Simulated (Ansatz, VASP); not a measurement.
**Two plane-wave programs on SnS**

```
CELL_PARAMETERS angstrom
10.97315 0.00000 0.00000
0.00000 3.95291 0.00000
0.00000 0.00000 4.18713
ATOMIC_POSITIONS crystal
Sn 0.61775 0.25000 0.39018
Sn 0.38225 0.75000 0.60982
Sn 0.88225 0.75000 0.89018
Sn 0.11775 0.25000 0.10982
S 0.35400 0.25000 0.02635
S 0.64600 0.75000 0.97365
S 0.14600 0.75000 0.52635
S 0.85400 0.25000 0.47365
```

Alike in both runs: task single point; functional LDA; k mesh 4 × 8 × 8; occupations gaussian, width 0.02 eV; no spin polarisation.

|  | VASP | Ansatz |
| --- | --- | --- |
| version | VASP 6.6.1 | Ansatz 0.2.0 |
| potentials or method | VASP PAW LDA potentials, release 64 (Sn_d, S), cutoff 500 eV | scalar-relativistic, plane waves, PAW |
| valence electrons in the cell | 80 | 80 |

VASP gave:

* gap on the k mesh at the Fermi level (eV): 0.63
* least direct gap on the mesh (eV): 1.05
* pressure (GPa): 0.0
* rms of the force components (eV/Å): 0.008

Q: Which values does Ansatz return?

A: gap on the k mesh at the Fermi level (eV): 0.66; least direct gap on the mesh (eV): 1.07; pressure (GPa): 0.0; rms of the force components (eV/Å): 0.001.

LDA's correlation is that of Perdew and Zunger in VASP and of Perdew and Wang (1992) in Ansatz. Atom by atom the forces differ by 0.008 eV/Å (rms over components).
